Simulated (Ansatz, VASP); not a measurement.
# Al3GaN4 in VASP and in Ansatz

The input INCAR:

```
PREC = Accurate
ENCUT = 520
EDIFF = 1E-6
ISMEAR = 0
SIGMA = 0.05
LREAL = False
LASPH = True
NELM = 80
ALGO = Normal
ISIF = 2
LWAVE = False
LCHARG = False
GGA = PS
NBANDS = 31
```

The input KPOINTS:

```
regular mesh
0
Gamma
  6 8 4
```

The input POSCAR:

```
Al3GaN4
1.0
    5.0434079713      0.0000000000      0.0001149907
    0.0000000000      3.1300738974      0.0000000000
   -0.0032362569      0.0000000000      5.4179919474
Al Ga N
3 1 4
Direct
    0.5000138303      0.5000000000      0.1617960040
   -0.0020720074      0.5000000000      0.8349456801
    0.0030177489      0.0000000000      0.3326929485
    0.5002316440      0.0000000000      0.6690210087
    0.1107565673      0.0000000000      0.6683811457
    0.1221298480      0.5000000000      0.1655761732
    0.6249820711      0.5000000000      0.8366422478
    0.6225025636      0.0000000000      0.3237975200
```

Input for Ansatz:

```yaml
crystal:
  lattice:
    - [5.0434079713, 0.0, 0.0001149907]
    - [0.0, 3.1300738974, 0.0]
    - [-0.0032362569, 0.0, 5.4179919474]
  atoms:
    - { symbol: Al, position: [0.5000138303, 0.5, 0.161796004] }
    - { symbol: Al, position: [-0.0020720074, 0.5, 0.8349456801] }
    - { symbol: Al, position: [0.0030177489, 0.0, 0.3326929485] }
    - { symbol: Ga, position: [0.500231644, 0.0, 0.6690210087] }
    - { symbol: "N", position: [0.1107565673, 0.0, 0.6683811457] }
    - { symbol: "N", position: [0.122129848, 0.5, 0.1655761732] }
    - { symbol: "N", position: [0.6249820711, 0.5, 0.8366422478] }
    - { symbol: "N", position: [0.6225025636, 0.0, 0.32379752] }
basis:
  ecutwfc: 420
kpoints:
  mp_grid: { grid: [6, 8, 4] }
hamiltonian:
  xc: pbesol
scf:
  occupations: { method: gaussian, width: 0.05 }
output:
  forces: true
  stress: true
  eigenvalues: true
```

Change from the starting cell: mode 10 (414.8 1/cm) frozen in, largest displacement -0.030 Å.

Alike in both runs: task single point; functional PBEsol; k mesh 6 × 8 × 4; occupations gaussian, width 0.05 eV; no spin polarisation.

|  | VASP | Ansatz |
| --- | --- | --- |
| version | VASP 6.6.1 | Ansatz 0.2.0 |
| potentials or method | VASP PAW PBE potentials, release 64 (Al, Ga_d, N), cutoff 520 eV | scalar-relativistic, plane waves, PAW |
| valence electrons in the cell | 42 | 42 |

|  | VASP | Ansatz | Ansatz less VASP |
| --- | --- | --- | --- |
| gap on the k mesh at the Fermi level (eV) | 3.47 | 3.46 | -0.017 |
| least direct gap on the mesh (eV) | 3.47 | 3.46 | -0.017 |
| pressure (GPa) | 0.0 | 0.1 | +0.08 |
| traceless stress, the component that is largest in VASP (GPa) | 0.44 | 0.47 | +0.032 |
| rms of the force components (eV/Å) | 0.193 | 0.194 | +0.0015 |

VASP's potentials were made for PBE, not for PBEsol. Atom by atom the forces differ by 0.004 eV/Å (rms over components). The functional is the same, so the differences come from potentials, cutoffs and numerics.
